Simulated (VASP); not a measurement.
Write the native input for VASP 6.6.1 that does the following.

```yaml
Task: single point
Functional: PBE
Dispersion: D3(BJ)
Potentials_or_basis: VASP PAW PBE potentials, release 64 (Hf_pv, H)
Cutoff: 520 eV
k_mesh: 6 × 6 × 1
Occupations: gaussian, width 0.1 eV
Spin: no spin polarisation
Dipole_correction: yes
Further_INCAR_settings: ALGO = Normal; EDIFF = 1e-06; NBANDS = 34
```

The structure of Hf5H lies in POSCAR:

```
Hf5H
1.0
    4.9564149667      0.0000000000      0.0000000000
   -2.4782074834      4.2923812729      0.0000000000
    0.0000000000      0.0000000000     21.1328376004
Hf H
5 1
Direct
    0.6666666667      0.3333333333      0.1892788879
    0.3333333333      0.6666666667      0.2371533849
    0.0000000000      0.0000000000      0.2763383880
    0.6666666667      0.3333333333      0.3164267596
    0.3333333333      0.6666666667      0.3706476976
    0.3333333333      0.6666666667      0.4889470026
```

One way to write it, as run:

INCAR

```
PREC = Accurate
ENCUT = 520
EDIFF = 1E-6
ISMEAR = 0
SIGMA = 0.1
LREAL = False
LASPH = True
NELM = 60
ALGO = Normal
ISIF = 2
LWAVE = False
LCHARG = True
LDIPOL = True
IDIPOL = 3
DIPOL = 0.5 0.5 0.313
GGA = PE
IVDW = 12
LELF = True
LVHAR = True
LVACPOTAV = True
NBANDS = 34
```

KPOINTS

```
Automatic mesh
0
Gamma
  6 6 1
```

Potentials or basis: VASP PAW PBE potentials, release 64 (Hf_pv, H).

Command:

```bash
$ cat potpaw_PBE.64/Hf_pv/POTCAR potpaw_PBE.64/H/POTCAR > POTCAR
$ mpirun -np 1 vasp_std > vasp.out
```

Results of the run:

```json
{
  "Largest force": "2.173 eV/Å",
  "Dispersion energy per atom": "-0.203 eV"
}
```

It took 5.7 min on 1 thread of Intel(R) Xeon(R) Platinum 8259CL CPU @ 2.50GHz (Skylake/Cascade Lake), on a shared host, peak memory 0.61 GiB.
